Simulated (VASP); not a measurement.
Write the native input for VASP 6.6.1 that does the following.

```yaml
Task: single point
Functional: LDA
Potentials_or_basis: VASP PAW LDA potentials, release 64 (Y_sv, Ca_sv)
Cutoff: 500 eV
k_mesh: 3 × 3 × 3
Occupations: fermi-dirac, width 0.05 eV
Spin: no spin polarisation
Dipole_correction: no
Further_INCAR_settings: ALGO = Normal; EDIFF = 1e-06; NBANDS = 28
```

The structure of Ca3Y lies in POSCAR:

```
Ca3Y
1.0
    5.2205368353      0.0000000000      0.0000000000
    0.0000000000      5.2205368353      0.0000000000
    0.0000000000      0.0000000000      5.2205368353
Y Ca
1 3
Direct
    0.0000000000      0.0000000000      0.0000000000
    0.0000000000      0.5000000000      0.5000000000
    0.5000000000      0.0000000000      0.5000000000
    0.5000000000      0.5000000000      0.0000000000
```

One way to write it, as run:

INCAR

```
PREC = Accurate ; ENCUT = 500
EDIFF = 1E-6 ; ISMEAR = -1
SIGMA = 0.05 ; LREAL = F
LASPH = T ; NELM = 120
ALGO = Normal ; ISIF = 2
LWAVE = F ; LCHARG = F
GGA = CA ; NBANDS = 28
GGA_COMPAT = F
```

KPOINTS

```
regular mesh
0
Gamma
  3 3 3
```

Potentials or basis: VASP PAW LDA potentials, release 64 (Y_sv, Ca_sv).

Launch:

```sh
$ cat potpaw_LDA.64/Y_sv/POTCAR potpaw_LDA.64/Ca_sv/POTCAR > POTCAR
$ mpirun -np 1 vasp_std > vasp.out
```

Results of the run:

```
Pressure               : 0.0 GPa
Band gap on the k mesh : zero (an odd number of electrons rules out a gap without spin polarisation)
```

Caveat: the k points lie up to 0.40 Å⁻¹ apart, too coarse for converged energies and pressures of a metal.

Wall time 22 s on 1 thread of AMD EPYC 7R43 64-Core Processor (Zen 3), on a shared host, peak memory 0.16 GiB.
